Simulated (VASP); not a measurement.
Runs of VASP 6.6.1 on Al3Cu. The structure is that of space group P4/mmm (No. 123), or close to it. The cells are those of the table. 

```csv
cell,further INCAR settings,gap on the mesh (eV),pressure (GPa)
"a = 3.503, b = 3.892, c = 3.892 Å, 4 atoms",ALGO = Fast; EDIFF = 1e-06; NBANDS = 18,none,13.7
"a = 4.282, b = 3.892, c = 3.892 Å, 4 atoms",ALGO = Fast; EDIFF = 1e-07; NBANDS = 18,none,(b)
"a = 4.233, b = 3.892, c = 3.892 Å, 4 atoms",ALGO = Fast; EDIFF = 1e-06; NBANDS = 18,none,(a)
"a = 3.600, b = 3.892, c = 3.892 Å, 4 atoms",ALGO = Fast; EDIFF = 1e-07; NBANDS = 18,none,9.7
"a = 4.184, b = 3.892, c = 3.892 Å, 4 atoms",ALGO = Fast; EDIFF = 1e-06; NBANDS = 18,none,-5.6
```

Alike in all rows: task single point; level PBEsol; potentials or basis VASP PAW PBE potentials, release 64 (Al, Cu); no spin polarisation; k mesh 12 × 12 × 12; cutoff (eV) 520; smearing gaussian 0.15 eV.

Question: Estimate the missing entries.

Answer: (a) -6.1; (b) -6.9.

Caveats: the PAW data sets were made with another functional, which shifts forces and pressure a little; the cell stands under tension (at least some runs); the cell stands under pressure (at least some runs).

A gap of «none» marks levels without a gap at the run's occupations.
